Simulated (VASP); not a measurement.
## CaO: single point with r2SCAN

Crystal: CaO.

```
Ca O
1.0
     2.90291    0.00000    0.00000
     0.00000    2.90291    0.00000
     0.00000    0.00000    2.90291
Ca O
1 1
Direct
  0.00000 0.00689 0.00000
  0.50000 0.50000 0.50000
```

This cell differs from its parent crystal: atom 1 (Ca) moved 0.02 Å along y.

```
Program                : VASP 6.6.1
Task                   : single point
Functional             : r2SCAN
Potentials or basis    : VASP PAW PBE potentials, release 64 (Ca_sv, O_h)
Cutoff                 : 1480 eV
k mesh                 : 8 × 8 × 8
Occupations            : gaussian, width 0.05 eV
Spin                   : no spin polarisation
Dipole correction      : no
Further INCAR settings : ALGO = Normal; EDIFF = 1e-06; NBANDS = 15
```

```json
{"Pressure": "1.1 GPa", "Largest force": "0.025 eV/Å", "Band gap on the k mesh": "3.28 eV (least direct gap 3.59 eV)"}
```

Forces in eV/Å, atoms in the order of the input:
```
Ca   0.000 -0.025  0.000
O    0.000  0.025  0.000
```

Levels at points of the mesh, in eV from the valence-band top:
```tsv
k point	band 4	band 5	band 6	band 7	band 8	band 9	band 10	band 11	band 12	band 13
(0.00, 0.00, 0.00)	-20.39	-17.41	-0.31	-0.30	-0.30	3.28	3.29	6.11	9.07	9.07
(0.50, 0.00, 0.00)	-20.26	-16.16	-3.79	-0.80	-0.80	4.28	7.82	8.80	8.80	9.37
(0.00, 0.50, 0.00)	-20.26	-16.16	-3.79	-0.80	-0.80	4.28	7.82	8.80	8.80	9.38
(0.50, 0.50, 0.00)	-20.16	-16.73	-2.15	-2.15	0.00	4.49	5.36	7.19	7.20	10.48
(0.50, 0.00, 0.50)	-20.16	-16.73	-2.15	-2.15	0.00	4.49	5.36	7.19	7.19	10.48
(0.50, 0.50, 0.50)	-21.11	-16.21	-3.46	-3.46	-3.46	8.62	8.62	8.62	10.61	10.61
```

Run time: 5.3 min on 1 thread of AMD EPYC 7R13 Processor (Zen 3), with other jobs on the host, peak memory 0.29 GiB.

Caveat: the cell differs from its parent crystal (atom 1 (Ca) moved 0.02 Å along y); the PAW data sets were made with another functional, which shifts forces and pressure a little. A k mesh can miss the band edges.
